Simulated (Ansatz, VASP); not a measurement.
Two plane-wave programs on Au

Contents of INCAR:

```
SYSTEM = Au
ALGO = Normal
EDIFF = 1E-6
ENCUT = 520
ISIF = 2
ISMEAR = -1
LASPH = .TRUE.
LCHARG = .FALSE.
LREAL = .FALSE.
LWAVE = .FALSE.
NBANDS = 30
NELM = 80
PREC = Accurate
SIGMA = 0.1
```

Contents of KPOINTS:

```
k-points
0
G
  14 14 4
  0 0 0
```

Contents of POSCAR:

```
Au
1.0
    2.8810145211      0.0000000000      0.0000000000
   -1.4405072605      2.4950317640      0.0000000000
    0.0000000000      0.0000000000      9.5927967096
Au
4
Direct
    0.0000000000      1.0000000000      0.0000000000
    0.0000000000      1.0000000000      0.5000000000
    0.3333333333      0.6666666667      0.2500000000
    0.6666666667      0.3333333333      0.7500000000
```

Input for Ansatz:

```yaml
crystal:
  lattice:
    - [2.8810145211, 0.0, 0.0]
    - [-1.4405072605, 2.495031764, 0.0]
    - [0.0, 0.0, 9.5927967096]
  atoms:
    - { symbol: Au, position: [0.0, 1.0, 0.0] }
    - { symbol: Au, position: [0.0, 1.0, 0.5] }
    - { symbol: Au, position: [0.3333333333, 0.6666666667, 0.25] }
    - { symbol: Au, position: [0.6666666667, 0.3333333333, 0.75] }
hamiltonian:
  xc: lda
  pseudopotentials:
    kind: paw
    azcp:
      Au: "pseudopotentials/Au.paw.azcp"
basis:
  ecutwfc: 420
  fft_grid_basis: typed
kpoints:
  mp_grid: { grid: [14, 14, 4], shift: [0, 0, 0] }
magnetization:
  spin_polarized: false
scf:
  occupations: { method: fermi_dirac, width: 0.1 }
  lower_state_search: "off"
output:
  stress: true
```

Alike in both runs: task single point; functional LDA; k mesh 14 × 14 × 4; occupations fermi-dirac, width 0.1 eV; no spin polarisation.

|  | VASP | Ansatz |
| --- | --- | --- |
| version | VASP 6.6.1 | Ansatz 0.2.0 |
| potentials or method | VASP PAW LDA potentials, release 64 (Au), cutoff 520 eV | plane waves (420 eV) with PAW, scalar-relativistic |
| valence electrons in the cell | 44 | 76 |

Ansatz gave:

```
pressure (GPa)                                                : -6.7
traceless stress, the component that is largest in VASP (GPa) : -0.15
```

Problem. What did VASP give for the same quantities?

Solution. Pressure (GPa): -6.2; traceless stress, the component that is largest in VASP (GPa): -0.23.

Ansatz warns that its potentials were made for another functional, while VASP's fit it. LDA's correlation is that of Perdew and Zunger in VASP and of Perdew and Wang (1992) in Ansatz. VASP's potentials hold 44 valence electrons a cell and Ansatz's 76, so a difference there can come from the potentials and not from the codes.

Neither program's run includes spin-orbit coupling.
